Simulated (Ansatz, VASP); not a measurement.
## Two plane-wave programs on AlPt

File POSCAR:

```
AlPt
1.0
    3.0660908048      0.0000000000      0.0000000000
    0.0000000000      3.0660908048      0.0000000000
    0.0000000000      0.0000000000      3.0660908048
Al Pt
1 1
Direct
    0.0000000000      0.0000000000      0.0000000000
    0.5000000000      0.5000000000      0.5000000000
```

Contents of INCAR.step1:

```
PREC = Accurate
ENCUT = 520
ISMEAR = 0
SIGMA = 0.1
LREAL = F
LASPH = T
NELM = 100
NBANDS = 14
GGA = PE
ALGO = Normal
EDIFF = 1E-4
LWAVE = T
LCHARG = F
```

The input INCAR.step2:

```
PREC = Accurate
ENCUT = 520
EDIFF = 1E-6
ISMEAR = 0
SIGMA = 0.1
LREAL = F
LASPH = T
NELM = 100
ALGO = Normal
ISIF = 2
LWAVE = F
LCHARG = T
METAGGA = R2SCAN
LMIXTAU = T
LELF = T
LVHAR = T
NBANDS = 14
ISTART = 1
```

Contents of KPOINTS:

```
regular mesh
0
Gamma
  14 14 14
```

Input for Ansatz:

```yaml
crystal:
  lattice:
    - [3.0660908048, 0.0, 0.0]
    - [0.0, 3.0660908048, 0.0]
    - [0.0, 0.0, 3.0660908048]
  atoms:
    - { symbol: Al, position: [0.0, 0.0, 0.0] }
    - { symbol: Pt, position: [0.5, 0.5, 0.5] }
basis:
  ecutwfc: 500
kpoints:
  mp_grid: { grid: [14, 14, 14] }
  band_path:
    path:
      - [[0.0, 0.0, 0.0], [0.0, 0.5, 0.0], [0.5, 0.5, 0.0], [0.0, 0.0, 0.0], [0.5, 0.5, 0.5], [0.0, 0.5, 0.0]]
      - [[0.5, 0.5, 0.5], [0.5, 0.5, 0.0]]
    npoints: 14
hamiltonian:
  xc: r2scan
scf:
  occupations: { method: gaussian, width: 0.1 }
  n_extra_bands: 6
output:
  forces: true
  stress: true
  eigenvalues: true
  populations: true
  dos: { projected: true, de: 0.02, nscf_kmesh: { grid: [21, 21, 21] } }
  bader: true
```

Alike in both runs: task single point; functional r2SCAN; k mesh 14 × 14 × 14; occupations gaussian, width 0.1 eV; no spin polarisation.

|  | VASP | Ansatz |
| --- | --- | --- |
| version | VASP 6.6.1 | Ansatz 0.2.0 |
| potentials or method | VASP PAW PBE potentials, release 64 (Al, Pt), cutoff 520 eV | scalar-relativistic, plane waves, PAW |
| valence electrons in the cell | 13 | 21 |

|  | VASP | Ansatz | Ansatz less VASP |
| --- | --- | --- | --- |
| gap on the k mesh at the Fermi level (eV) | none | none | - |
| pressure (GPa) | -0.2 | 0.0 | +0.17 |

VASP's potentials were made for PBE, not for r2SCAN. A gap of «none» marks a metal or a gap that the smearing closes. VASP's potentials hold 13 valence electrons a cell and Ansatz's 21, so a difference there can come from the potentials and not from the codes.

Spin-orbit coupling is off throughout.
